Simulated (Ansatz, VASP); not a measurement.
# AlCo: VASP beside Ansatz

```
Al Co
1.0
     2.70326    0.00000    0.00000
    -1.35163    2.34109    0.00000
     0.00000    0.00000    4.10514
Al Co
1 1
Direct
  0.00000 0.00000 0.50000
  0.66667 0.33333 0.00000
```

Change from the starting cell: species swapped into the LiPt type (P-6m2, No. 187).

Alike in both runs: task single point; functional PBE; k mesh 6 × 6 × 4; occupations gaussian, width 0.1 eV; collinear spin.

|  | VASP | Ansatz |
| --- | --- | --- |
| version | VASP 6.6.1 | Ansatz 0.2.0 |
| potentials or method | VASP PAW PBE potentials, release 64 (Al, Co), cutoff 520 eV | scalar-relativistic, plane waves, PAW |
| valence electrons in the cell | 12 | 20 |

Ansatz gave:

* gap on the k mesh at the Fermi level (eV): none
* pressure (GPa): -7.9
* traceless stress, the component that is largest in VASP (GPa): -12.08
* net moment per atom (μB): 0.44
* size of the moment on the site where the two differ most (μB): 0.95

Q: Which values does VASP return?

A: gap on the k mesh at the Fermi level (eV): none; pressure (GPa): -7.9; traceless stress, the component that is largest in VASP (GPa): -12.11; net moment per atom (μB): 0.44; size of the moment on the site where the two differ most (μB): 0.93.

Site moments also hang on the region over which each program counts them. A gap of «none» marks a metal or a gap that the smearing closes. With one functional, cell and mesh, what is left measures potentials, basis and numerics. VASP's potentials hold 12 valence electrons a cell and Ansatz's 20, so a difference there can come from the potentials and not from the codes.

The k mesh is coarse, so the values compare programs but aren't converged.
